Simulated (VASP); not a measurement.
Here is a VASP 6.6.1 calculation.

INCAR

```
SYSTEM = Cd2HgTe3
ALGO = Normal
EDIFF = 1E-7
ENCUT = 520
GGA = PE
ISIF = 2
ISMEAR = 0
LASPH = .TRUE.
LCHARG = .FALSE.
LREAL = .FALSE.
LWAVE = .FALSE.
NBANDS = 36
NELM = 60
PREC = Accurate
SIGMA = 0.1
```

KPOINTS

```
k-points
0
G
  6 6 2
  0 0 0
```

POSCAR

```
Cd2HgTe3
1.0
    4.6890984391      0.0000000000      0.0000000000
   -2.3445492196      4.0608783691      0.0000000000
    0.0000000000      0.0000000000     11.4630877222
Cd Hg Te
2 1 3
Direct
    0.3333333333      0.6666666667      0.6660030326
    0.6666666667      0.3333333333      0.3333769779
    0.0000000000      0.0000000000     -0.0000100591
    0.3333333333      0.6666666667      0.9158118841
    0.6666666667      0.3333333333      0.5836834970
    0.0000000000      0.0000000000      0.2511346674
```

Potentials or basis: VASP PAW PBE potentials, release 64 (Cd, Hg, Te).

Run with:

```sh
$ cat potpaw_PBE.64/Cd/POTCAR potpaw_PBE.64/Hg/POTCAR potpaw_PBE.64/Te/POTCAR > POTCAR
$ mpirun -np 1 vasp_std > vasp.out
```

(1) Predict the band gap on the k mesh.

(2) Estimate the pressure.

Results:

(1) zero (filled and empty bands touch).

(2) 0.2 GPa.

Caveat: semilocal functionals underestimate gaps, and a narrow one can read as zero; spin-orbit coupling is left out, which moves the levels of the heavy elements.
